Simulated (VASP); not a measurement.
Wanted: the native input for a VASP 6.6.1 run.

```
Task                   : relaxation of cell and atoms
Functional             : PBE
Potentials or basis    : VASP PAW PBE potentials, release 64 (Ti_sv, Be, Al, B)
Cutoff                 : 600 eV
k mesh                 : 6 × 6 × 2
Occupations            : gaussian, width 0.1 eV
Spin                   : no spin polarisation
Dipole correction      : no
Further INCAR settings : ALGO = Normal; EDIFF = 1e-07; IBRION = 2; EDIFFG = -0.04; NSW = 90; ISIF = 3
```

The structure of Ti2BeAlB lies in POSCAR:

```
Ti2BeAlB
1.0
    2.8096804100      0.0000000000      0.0000000000
   -1.4048402000      2.4332546100      0.0000000000
    0.0000000000      0.0000000000      9.8558441900
Ti Be Al B
2 1 1 1
Direct
    0.0000000000      0.0000000000      0.0000000000
    0.0000000000      0.0000000000      0.3642265300
    0.3333333300      0.6666666700      0.5742264800
    0.6666666700      0.3333333300      0.7634710300
    0.3333333300      0.6666666700      0.1821132600
```

These files were run (other wordings do the same):

INCAR

```
SYSTEM = Ti2BeAlB
PREC = Accurate ; ENCUT = 600
EDIFF = 1E-7 ; ISMEAR = 0
SIGMA = 0.1 ; LREAL = .FALSE.
LASPH = .TRUE. ; NELM = 60
ALGO = Normal ; ISIF = 3
LWAVE = .FALSE. ; LCHARG = .FALSE.
GGA = PE ; IBRION = 2
NSW = 90 ; EDIFFG = -0.04
```

KPOINTS

```
regular mesh
0
G
  6 6 2
  0 0 0
```

Potentials or basis: VASP PAW PBE potentials, release 64 (Ti_sv, Be, Al, B).

The run is started by

```console
$ cat potpaw_PBE.64/Ti_sv/POTCAR potpaw_PBE.64/Be/POTCAR potpaw_PBE.64/Al/POTCAR potpaw_PBE.64/B/POTCAR > POTCAR
$ mpirun -np 1 vasp_std > vasp.out
```

It gave:

| Quantity | Value |
| --- | --- |
| Relaxed volume | 13.59 Å³/atom |
| Relaxed cell | a = 2.840 Å, b = 2.840 Å, c = 9.726 Å, α = 90.00°, β = 90.00°, γ = 120.00° |
| Space group after relaxing (to 0.05 Å) | P3m1 (No. 156) |
| Energy gained by relaxing | 28.4 meV/atom |
| Ionic steps | 7 |
| Pressure after relaxing | 0.1 GPa |
| Largest force after relaxing | 0.024 eV/Å |
| Band gap on the k mesh | zero (band 16 reaches 8.16 eV, above the bottom of band 17 at 6.46 eV) |

Caveat: the k points lie up to 0.43 Å⁻¹ apart in the final cell.

Run time: 4.8 min on 1 thread of AMD EPYC 7R43 64-Core Processor (Zen 3), on a shared host, peak memory 0.19 GiB.
